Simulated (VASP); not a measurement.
Write the native input for VASP 6.6.1 that does the following.

- Task: single point
- Functional: PBE
- Potentials or basis: VASP PAW PBE potentials, release 64 (Cu, O)
- Cutoff: 520 eV
- k mesh: 5 × 5 × 3
- Occupations: gaussian, width 0.05 eV
- Spin: collinear spin
- Starting moments: [1.0, 1.0, 0.0, 0.0] μB
- Hubbard terms: Cu d U = 4.0 eV
- Dipole correction: no
- Further INCAR settings: ALGO = Normal; EDIFF = 1e-06; NBANDS = 29

The structure of CuO lies in POSCAR:

```
CuO
1.0
    2.3418500000     -1.7113000000      0.0000000000
    2.3418500000      1.7113000000      0.0000000000
   -0.8500274268      0.0000000000      5.0578693947
Cu O
2 2
Direct
    0.0000000000      0.5000000000      0.0000000000
    0.5000000000      0.0000000000      0.5000000000
    0.5816000000      0.4184000000      0.2500000000
    0.4184000000      0.5816000000      0.7500000000
```

These files were run (other wordings do the same):

INCAR

```
ALGO = Normal
EDIFF = 1E-6
ENCUT = 520
GGA = PE
ISIF = 2
ISMEAR = 0
ISPIN = 2
LASPH = T
LCHARG = F
LDAU = T
LDAUJ = 0 0
LDAUL = 2 -1
LDAUPRINT = 1
LDAUTYPE = 2
LDAUU = 4 0
LMAXMIX = 4
LORBIT = 11
LREAL = F
LWAVE = F
MAGMOM = 1 1 0 0
NBANDS = 29
NELM = 150
PREC = Accurate
SIGMA = 0.05
```

KPOINTS

```
k-points
0
Gamma
  5 5 3
```

Potentials or basis: VASP PAW PBE potentials, release 64 (Cu, O).

The run is started by

```bash
$ cat potpaw_PBE.64/Cu/POTCAR potpaw_PBE.64/O/POTCAR > POTCAR
$ mpirun -np 1 vasp_std > vasp.out
```

Results of the run:

```
Pressure                                              : 4.9 GPa
Largest force                                         : 0.055 eV/Å
Net moment                                            : 2.00 μB per cell
Site moments                                          : Cu +0.66; O +0.30 μB
Valence electrons inside the program's atomic spheres : Cu 9.91; O 5.00
```

Caveat: the k points lie up to 0.46 Å⁻¹ apart.

Wall time 49 s on 1 thread of Intel(R) Xeon(R) Platinum 8259CL CPU @ 2.50GHz (Skylake/Cascade Lake) (shared host), peak memory 0.2 GiB.
